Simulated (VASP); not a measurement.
Set up this calculation in VASP 6.6.1, as the native input.

* Task: relaxation of the atoms
* Functional: PBE
* Potentials or basis: VASP PAW PBE potentials, release 64 (B, As)
* Cutoff: 520 eV
* k mesh: 8 × 8 × 1
* Occupations: gaussian, width 0.05 eV
* Spin: no spin polarisation
* Dipole correction: yes
* Further INCAR settings: ALGO = Normal; EDIFF = 1e-07; IBRION = 2; EDIFFG = -0.02; NSW = 80

The structure of B5As4 lies in POSCAR:

```
B5As4
1.0
    3.4003508741      0.0000000000      0.0000000000
    0.0000000000      3.4003508741      0.0000000000
    0.0000000000      0.0000000000     24.6176446460
B As
5 4
Direct
    0.5000000000      0.5000000000      0.3046595281
    0.0000000000      0.0000000000      0.4023297640
    0.5000000000      0.5000000000      0.5000000000
    0.0000000000      0.0000000000      0.5976702360
    0.5000000000      0.5000000000      0.6953404719
    0.5000000000      0.0000000000      0.3534946461
    0.0000000000      0.5000000000      0.4511648820
    0.5000000000      0.0000000000      0.5488351180
    0.0000000000      0.5000000000      0.6465053539
```

These files were run (other wordings do the same):

INCAR

```
PREC     = Accurate       # precision mode
ENCUT    = 520            # plane-wave cutoff, eV
EDIFF    = 1E-7           # SCF threshold, eV
ISMEAR   = 0              # smearing method
SIGMA    = 0.05           # smearing width, eV
LREAL    = F              # projectors in reciprocal space
LASPH    = T              # aspherical terms in the spheres
NELM     = 80             # most SCF steps
ALGO     = Normal         # electronic algorithm
ISIF     = 2              # what is computed and relaxed
LWAVE    = F              # write WAVECAR
LCHARG   = F              # write CHGCAR
LDIPOL   = T            
IDIPOL   = 3            
DIPOL    = 0.5 0.5 0.500
GGA      = PE             # functional
IBRION   = 2              # ionic algorithm
NSW      = 80             # ionic steps
EDIFFG   = -0.02          # ionic threshold
```

KPOINTS

```
Automatic mesh
0
Gamma
  8 8 1
```

Potentials or basis: VASP PAW PBE potentials, release 64 (B, As).

Launch:

```console
$ cat potpaw_PBE.64/B/POTCAR potpaw_PBE.64/As/POTCAR > POTCAR
$ mpirun -np 1 vasp_std > vasp.out
```

Results of the run:

```json
{
  "Energy gained by relaxing": "24.6 meV/atom",
  "Ionic steps": "13",
  "Largest force after relaxing": "0.011 eV/Å",
  "Band gap on the k mesh": "zero (an odd number of electrons rules out a gap without spin polarisation)"
}
```

It took 26 min on 1 thread of Oxide Virtual Turin-like Processor, on a shared host, peak memory 0.43 GiB.
